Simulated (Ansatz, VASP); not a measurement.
Ti: VASP beside Ansatz

Contents of INCAR:

```
PREC     = Accurate       # precision mode
ENCUT    = 520            # plane-wave cutoff, eV
EDIFF    = 1E-6           # SCF threshold, eV
ISMEAR   = 0              # smearing method
SIGMA    = 0.15           # smearing width, eV
LREAL    = F              # projectors in reciprocal space
LASPH    = T              # aspherical terms in the spheres
NELM     = 100            # most SCF steps
ALGO     = Fast           # electronic algorithm
ISIF     = 2              # what is computed and relaxed
LWAVE    = F              # write WAVECAR
LCHARG   = F              # write CHGCAR
GGA      = PS             # functional
NBANDS   = 45             # bands
```

KPOINTS

```
Automatic mesh
0
Gamma
  19 19 4
```

The input POSCAR:

```
Ti
1.0
    2.0300000000     -2.0300000000      0.0000000000
    2.0300000000      0.0000000000     -2.0300000000
    9.2747005384      9.2747005384      9.2747005384
Ti
6
Direct
    0.6666666667      0.6666666667      0.0729437388
    0.0000000000      0.0000000000      0.8025270432
    0.3333333333      0.3333333333      0.2188603997
    0.6666666667      0.6666666667      0.5106937215
    0.0000000000      0.0000000000      0.3647770606
    0.3333333333      0.3333333333      0.6566103823
```

Input for Ansatz:

```yaml
crystal:
  lattice:
    - [2.03, -2.03, 0.0]
    - [2.03, 0.0, -2.03]
    - [9.2747005384, 9.2747005384, 9.2747005384]
  atoms:
    - { symbol: Ti, position: [0.6666666667, 0.6666666667, 0.0729437388] }
    - { symbol: Ti, position: [0.0, 0.0, 0.8025270432] }
    - { symbol: Ti, position: [0.3333333333, 0.3333333333, 0.2188603997] }
    - { symbol: Ti, position: [0.6666666667, 0.6666666667, 0.5106937215] }
    - { symbol: Ti, position: [0.0, 0.0, 0.3647770606] }
    - { symbol: Ti, position: [0.3333333333, 0.3333333333, 0.6566103823] }
basis:
  ecutwfc: 420
kpoints:
  mp_grid: { grid: [19, 19, 4] }
hamiltonian:
  xc: pbesol
scf:
  occupations: { method: gaussian, width: 0.15 }
output:
  forces: true
  stress: true
  eigenvalues: true
```

Alike in both runs: task single point; functional PBEsol; k mesh 19 × 19 × 4; occupations gaussian, width 0.15 eV; no spin polarisation.

|  | VASP | Ansatz |
| --- | --- | --- |
| version | VASP 6.6.1 | Ansatz 0.2.0 |
| potentials or method | VASP PAW PBE potentials, release 64 (Ti_sv), cutoff 520 eV | scalar-relativistic, plane waves, PAW |
| valence electrons in the cell | 72 | 72 |

Ansatz gave:

```
gap on the k mesh at the Fermi level (eV)                     : none
pressure (GPa)                                                : -3.3
traceless stress, the component that is largest in VASP (GPa) : -1.07
rms of the force components (eV/Å)                            : 0.115
```

**Question.** Estimate VASP's values.

**Answer.** gap on the k mesh at the Fermi level (eV): none; pressure (GPa): -3.6; traceless stress, the component that is largest in VASP (GPa): -1.06; rms of the force components (eV/Å): 0.113.

VASP's potentials were made for PBE, not for PBEsol. Atom by atom the forces differ by 0.005 eV/Å (rms over components). A gap of «none» marks a metal or a gap that the smearing closes.
